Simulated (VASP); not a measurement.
A run of VASP 6.6.1:

The input INCAR:

```
SYSTEM = PtSe2
PREC = Accurate ; ENCUT = 520
EDIFF = 1E-6 ; ISMEAR = -1
SIGMA = 0.02 ; LREAL = .False.
LASPH = .True. ; NELM = 80
ALGO = Normal ; ISIF = 2
LWAVE = .False. ; LCHARG = .True.
GGA = PE ; LELF = .True.
LVHAR = .True. ; NBANDS = 18
```

The input KPOINTS:

```
regular mesh
0
Gamma
  6 6 6
  0 0 0
```

Contents of POSCAR:

```
PtSe2
1.0
    0.0000000000      3.0817162678      3.0817162678
    3.0817162678      0.0000000000      3.0817162678
    3.0817162678      3.0817162678      0.0000000000
Pt Se
1 2
Direct
    0.0000000000      0.0000000000      0.0000000000
    0.2500000000      0.2500000000      0.2500000000
    0.7500000000      0.7500000000      0.7500000000
```

Potentials or basis: VASP PAW PBE potentials, release 64 (Pt, Se).

Command:

```bash
$ cat potpaw_PBE.64/Pt/POTCAR potpaw_PBE.64/Se/POTCAR > POTCAR
$ mpirun -np 1 vasp_std > vasp.out
```

Hardware: 1 thread of Intel Xeon 8259CL (shared host).

Estimate the wall time of this run.

Wall time 20 s on 1 thread of Intel Xeon 8259CL, on a shared host, peak memory 0.18 GiB. Counts: scf iterations 13, k points 16.
